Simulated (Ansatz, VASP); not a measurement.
**C: VASP beside Ansatz**

The input INCAR:

```
SYSTEM = C
  PREC = Accurate
  ENCUT = 520
  EDIFF = 1E-6
  ISMEAR = 0
  SIGMA = 0.15
  LREAL = .FALSE.
  LASPH = .TRUE.
  NELM = 80
  ALGO = Normal
  ISIF = 2
  LWAVE = .FALSE.
  LCHARG = .FALSE.
  GGA = PE
  IVDW = 12
  NBANDS = 16
```

The input KPOINTS:

```
Automatic mesh
0
G
  18 12 10
  0 0 0
```

File POSCAR:

```
C
1.0
   -2.4646600698      0.0000000000      0.0000000000
    0.0000000000      0.0000000000     -3.5719696368
    0.0000000000     -4.2689164642      0.0000000000
C
4
Direct
    0.5000000000      0.0000000000      0.1863437910
    0.0000000000      0.0000000000      0.6582336134
    0.0000000000      0.0000000000      0.3136562090
    0.5000000000      0.0000000000      0.8417663866
```

Input for Ansatz:

```yaml
crystal:
  lattice:
    - [-2.4646600698, 0.0, 0.0]
    - [0.0, 0.0, -3.5719696368]
    - [0.0, -4.2689164642, 0.0]
  atoms:
    - { symbol: C, position: [0.5, 0.0, 0.186343791] }
    - { symbol: C, position: [0.0, 0.0, 0.6582336134] }
    - { symbol: C, position: [0.0, 0.0, 0.313656209] }
    - { symbol: C, position: [0.5, 0.0, 0.8417663866] }
basis:
  ecutwfc: 520.0
kpoints:
  mp_grid: { grid: [18, 12, 10] }
hamiltonian:
  xc: pbe
  pseudopotentials: { kind: paw, azcp: { folder: soft_1 } }
  dispersion: d3bj
scf:
  occupations: { method: gaussian, width: 0.15 }
output:
  forces: true
  stress: true
  eigenvalues: true
```

Change from the starting cell: mode 8 frozen in at -0.060 Å and mode 12 at -0.024 Å (largest displacements).

Alike in both runs: task single point; functional PBE; dispersion D3(BJ); k mesh 18 × 12 × 10; occupations gaussian, width 0.15 eV; no spin polarisation.

```csv
,VASP,Ansatz
version,VASP 6.6.1,Ansatz 0.2.0
potentials or method,"VASP PAW PBE potentials, release 64 (C), cutoff 520 eV","scalar-relativistic, plane waves, PAW"
valence electrons in the cell,16,16
```

VASP gave:

| Item | Value |
| --- | --- |
| gap on the k mesh at the Fermi level (eV) | none |
| pressure (GPa) | 3.7 |
| traceless stress, the component that is largest in VASP (GPa) | 10.79 |
| rms of the force components (eV/Å) | 3.088 |

Q: Which values does Ansatz return?

A: gap on the k mesh at the Fermi level (eV): none; pressure (GPa): 3.3; traceless stress, the component that is largest in VASP (GPa): 10.54; rms of the force components (eV/Å): 3.098.

Atom by atom the forces differ by 0.010 eV/Å (rms over components). A gap of «none» marks a metal or a gap that the smearing closes.
